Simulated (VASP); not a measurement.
Ir, 1 atom in the cell. The structure is cubic, space group Im-3m (No. 229). The conventional cell has a = 3.224 Å, b = 3.224 Å, c = 3.224 Å, α = 90.00°, β = 90.00°, γ = 90.00°. Within 3.7 Å of Ir (site symmetry m-3m) lie 14 Ir at 2.79 to 3.22 Å. This isn't the form of Ir at room conditions, which is fcc.

- Program: VASP 6.6.1
- Task: single point
- Functional: PBE
- Potentials or basis: VASP PAW PBE potentials, release 64 (Ir)
- Cutoff: 520 eV
- k mesh: 19 × 19 × 19
- Occupations: fermi-dirac, width 0.05 eV
- Spin: no spin polarisation
- Dipole correction: no
- Further INCAR settings: ALGO = Normal; EDIFF = 1e-06; NBANDS = 10

Potentials or basis: VASP PAW PBE potentials, release 64 (Ir).

The run is started by

```sh
$ cat potpaw_PBE.64/Ir/POTCAR > POTCAR
$ mpirun -np 1 vasp_std > vasp.out
```

Hardware: 1 thread of Intel Xeon 8259CL (shared host).

Task: How long does it take, and how much memory?

Result: Wall time 43 s on 1 thread of Intel Xeon 8259CL, with other jobs on the host, peak memory 0.17 GiB. Counts: scf iterations 11, k points 220.
